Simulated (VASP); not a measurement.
# BaS (Fm-3m) in VASP: phonons with PBEsol+D3(BJ)

Aim: the phonons of BaS with PBEsol+D3(BJ).

Everything below comes from runs of VASP 6.6.1. Logs are shortened: lines on timing, memory, paths and dates and some standing lists are left out, and cuts for length are marked.

## Step 1: The cell of the first run

The structure is cubic, space group Fm-3m (No. 225). Conventional cell: a = 6.388 Å, b = 6.388 Å, c = 6.388 Å, α = 90.00°, β = 90.00°, γ = 90.00°. Within 4.2 Å of Ba (site symmetry m-3m) lie 6 S at 3.19 Å. Within 4.2 Å of S (site symmetry m-3m) lie 6 Ba at 3.19 Å.

## Step 2: Phonons, PBEsol+D3(BJ)

INCAR reads:

```
SYSTEM = BaS
PREC     = Accurate       ! precision mode
ENCUT    = 500            ! plane-wave cutoff, eV
EDIFF    = 1E-8           ! SCF threshold, eV
ISMEAR   = 0              ! smearing method
SIGMA    = 0.01           ! smearing width, eV
LREAL    = .False.        ! projectors in reciprocal space
LASPH    = .True.         ! aspherical terms in the spheres
NELM     = 120            ! most SCF steps
ALGO     = Normal         ! electronic algorithm
ISIF     = 2              ! what is computed and relaxed
LWAVE    = .False.        ! write WAVECAR
LCHARG   = .True.         ! write CHGCAR
GGA      = PS             ! functional
IVDW     = 12             ! dispersion correction
IBRION   = 6              ! ionic algorithm
NFREE    = 2            
POTIM    = 0.015          ! step
NSW      = 1              ! ionic steps
GGA_COMPAT= .False.
```

KPOINTS reads:

```
Automatic mesh
0
Gamma
  2 2 2
  0 0 0
```

POSCAR reads:

```
BaS
1.0
    0.0000000000      3.1937500000      3.1937500000
    3.1937500000      0.0000000000      3.1937500000
    3.1937500000      3.1937500000      0.0000000000
Ba S
1 1
Direct
    0.0000000000      0.0000000000      0.0000000000
    0.5000000000      0.5000000000      0.5000000000
```

Potentials or basis: VASP PAW PBE potentials, release 64 (Ba_sv, S).

Started as:

```sh
$ cat potpaw_PBE.64/Ba_sv/POTCAR potpaw_PBE.64/S/POTCAR > POTCAR
$ mpirun -np 1 vasp_std > vasp.out
```

OUTCAR:

```text
SYSTEM = BaS
   PREC = Accurate
   ENCUT = 500
   EDIFF = 1E-8
   ISMEAR = 0
   LREAL = .False.
   LASPH = .True.
   NELM = 120
   ISIF = 2
   GGA = PS
   IVDW = 12
   IBRION = 6
   NFREE = 2
   POTIM = 0.015
   NSW = 1
 IVDW          = 12

 ion  position               nearest neighbor table
   1  0.000  0.000  0.000-   2 3.19   2 3.19   2 3.19   2 3.19   2 3.19   2 3.19
   2  0.500  0.500  0.500-   1 3.19   1 3.19   1 3.19   1 3.19   1 3.19   1 3.19

  LATTYP: Found a face centered cubic cell.
 ALAT       =     6.3875000000

  Lattice vectors:

 A1 = (   0.0000000000,   3.1937500000,   3.1937500000)
 A2 = (   3.1937500000,   0.0000000000,   3.1937500000)
 A3 = (   3.1937500000,   3.1937500000,   0.0000000000)

Analysis of symmetry for initial positions (statically):
=====================================================================
 Subroutine PRICEL returns:
 Original cell was already a primitive cell.

 Routine SETGRP: Setting up the symmetry group for a
 face centered cubic supercell.

 Subroutine GETGRP returns: Found 48 space group operations
 (whereof 48 operations were pure point group operations)
 out of a pool of 48 trial point group operations.

The static configuration has the point symmetry O_h .

Analysis of symmetry for dynamics (positions and initial velocities):
=====================================================================
 Subroutine PRICEL returns:
 Original cell was already a primitive cell.

 Routine SETGRP: Setting up the symmetry group for a
 face centered cubic supercell.

 Subroutine GETGRP returns: Found 48 space group operations
 (whereof 48 operations were pure point group operations)
 out of a pool of 48 trial point group operations.

The dynamic configuration has the point symmetry O_h .

 Subroutine INISYM returns: Found 48 space group operations
 (whereof 48 operations are pure point group operations),
 and found     1 'primitive' translations

----------------------------------------------------------------------------------------

                                     Primitive cell

  volume of cell :      65.1527

[... 94 lines left out ...]
   IVDW    =    12    specifies the selected vdW correction
   LEPSILON=     F    determine dielectric tensor
   LRPA    =     F    only Hartree local field effects (RPA)
 finite differences with symmetry
 non-spin polarized calculation
 Gauss-broadening in eV      SIGMA  =   0.01
  energy-cutoff  :      500.00
  volume of cell :       65.15
 maximum number of plane-waves:      1676
 NGX is ok and might be reduce to    36
   NGX = 17   NGY = 17   NGZ = 17

--------------------------------------- Ionic step        1  -------------------------------------------

 number of electron      16.0000001 magnetization

 Free energy of the ion-electron system (eV)
  ---------------------------------------------------
  ext. energy  EPLUGINS =         0.00000000
  ---------------------------------------------------
  free energy    TOTEN  =       -10.39911174 eV

  energy without entropy =      -10.39911174  energy(sigma->0) =      -10.39911174

------------------------ aborting loop because EDIFF is reached ----------------------------------------

 Edisp (eV)   -0.60051

 E8    (eV) :    -0.4336
[... 151 lines left out ...]
--------------------------------------- Ionic step        5  -------------------------------------------

 number of electron      16.0000001 magnetization

 Free energy of the ion-electron system (eV)
  ---------------------------------------------------
  ext. energy  EPLUGINS =         0.00000000
  ---------------------------------------------------
  free energy    TOTEN  =       -10.39926954 eV

  energy without entropy =      -10.39926954  energy(sigma->0) =      -10.39926954

 E-fermi :   1.6293     XC(G=0):  -8.7808

 val. band max:        1.5411363495   @ k =   0.0000   0.0000   0.0000
 cond. band min:       3.3429318440   @ k =   0.0000   0.5000   0.5000
 fundamental gap:      1.8017954945
 Fermi energy:         1.6293288627

 k-point     1 :       0.0000    0.0000    0.0000
  band No.  band energies     occupation
      1     -24.7762      2.00000
      2      -9.8087      2.00000
      3      -9.8085      2.00000
      4      -9.8085      2.00000
      5      -8.7769      2.00000
      6       1.5410      2.00000
      7       1.5410      2.00000
      8       1.5411      2.00000
      9       4.8264      0.00000
     10       5.1276      0.00000
     11       5.1280      0.00000
     12       5.1280      0.00000
[... 76 lines left out ...]
  FREE ENERGIE OF THE ION-ELECTRON SYSTEM (eV)
  ---------------------------------------------------
  free  energy   TOTEN  =       -10.9997762500 eV

  energy  without entropy=      -10.9997762500  energy(sigma->0) =      -10.99977625

 INTERNAL STRAIN TENSORS FROM DISPLACED ATOMS
 ============================================

 INTERNAL STRAIN TENSOR FOR ION    1 for displacements in x,y,z  (eV/Angst):
          X           Y           Z          XY          YZ          ZX
  --------------------------------------------------------------------------------
  x     0.00000     0.00000     0.00000     0.00000     0.00000     0.00000
  y     0.00000     0.00000     0.00000     0.00000     0.00000     0.00000
  z     0.00000     0.00000     0.00000     0.00000     0.00000     0.00000

 INTERNAL STRAIN TENSOR FOR ION    2 for displacements in x,y,z  (eV/Angst):
          X           Y           Z          XY          YZ          ZX
  --------------------------------------------------------------------------------
  x     0.00000     0.00000     0.00000     0.00000     0.00000     0.00000
  y     0.00000     0.00000     0.00000     0.00000     0.00000     0.00000
  z     0.00000     0.00000     0.00000     0.00000     0.00000     0.00000

 Eigenvectors and eigenvalues of the dynamical matrix
 ----------------------------------------------------

   1 f  =    0.003225 THz     0.020262 2PiTHz    0.107566 cm-1     0.013337 meV
             X         Y         Z           dx          dy          dz
      0.000000  0.000000  0.000000     0.899961   -0.007661   -0.004143
      3.193750  3.193750  3.193750     0.435864   -0.003710   -0.002006
[... 21 lines left out ...]
   6 f/i=    3.635824 THz    22.844555 2PiTHz  121.278030 cm-1    15.036553 meV
             X         Y         Z           dx          dy          dz
      0.000000  0.000000  0.000000     0.000000    0.000000   -0.435884
      3.193750  3.193750  3.193750     0.000000    0.000000    0.900003

 ELASTIC MODULI CONTR FROM IONIC RELAXATION (kBar)
 Direction    XX          YY          ZZ          XY          YZ          ZX
 --------------------------------------------------------------------------------
 XX           0.0000      0.0000      0.0000      0.0000      0.0000      0.0000
 YY           0.0000      0.0000      0.0000      0.0000      0.0000      0.0000
 ZZ           0.0000      0.0000      0.0000      0.0000      0.0000      0.0000
 XY           0.0000      0.0000      0.0000      0.0000      0.0000      0.0000
 YZ           0.0000      0.0000      0.0000      0.0000      0.0000      0.0000
 ZX           0.0000      0.0000      0.0000      0.0000      0.0000      0.0000
 --------------------------------------------------------------------------------
```

OSZICAR:

```text
N       E                     dE             d eps       ncg     rms          rms(c)
DAV:   1     0.887607216640E+02    0.88761E+02   -0.71928E+03    72   0.113E+03
DAV:   2    -0.503419529674E+01   -0.93795E+02   -0.85379E+02    84   0.205E+02
DAV:   3    -0.108301162475E+02   -0.57959E+01   -0.57351E+01    96   0.517E+01
[... 48 lines left out ...]
DAV:   5    -0.103992733019E+02   -0.90662E-07   -0.84409E-05   104   0.560E-02    0.186E-02
DAV:   6    -0.103992690898E+02    0.42121E-05   -0.34016E-05   108   0.349E-02    0.481E-03
DAV:   7    -0.103992695371E+02   -0.44732E-06   -0.56767E-06   108   0.147E-02    0.102E-02
DAV:   8    -0.103992695399E+02   -0.27280E-08   -0.29589E-07   116   0.356E-03    0.454E-03
DAV:   9    -0.103992695448E+02   -0.49176E-08   -0.42945E-08   112   0.126E-03
   5 F= -.10999776E+02 E0= -.10999776E+02  d E =-.305956E-36
```

Wall time 16 s (1 thread of Intel Xeon Platinum 8488C (Sapphire Rapids), shared host); peak memory 0.21 GiB.

Results:

```
Highest phonon frequency at Γ, LO-TO splitting left out : 0 cm⁻¹
Most unstable mode                                      : 121i cm⁻¹
Dispersion energy per atom                              : -0.300 eV
```

Phonon frequencies in cm⁻¹ (negative: imaginary):
```
              q point           frequencies
(0.000, 0.000, 0.000)  -121 -121 -121 0 0 0
```

Caveat: the k points lie up to 0.85 Å⁻¹ apart; some modes are imaginary; three body term missing; spin-orbit coupling is left out, which moves the levels of the heavy elements.
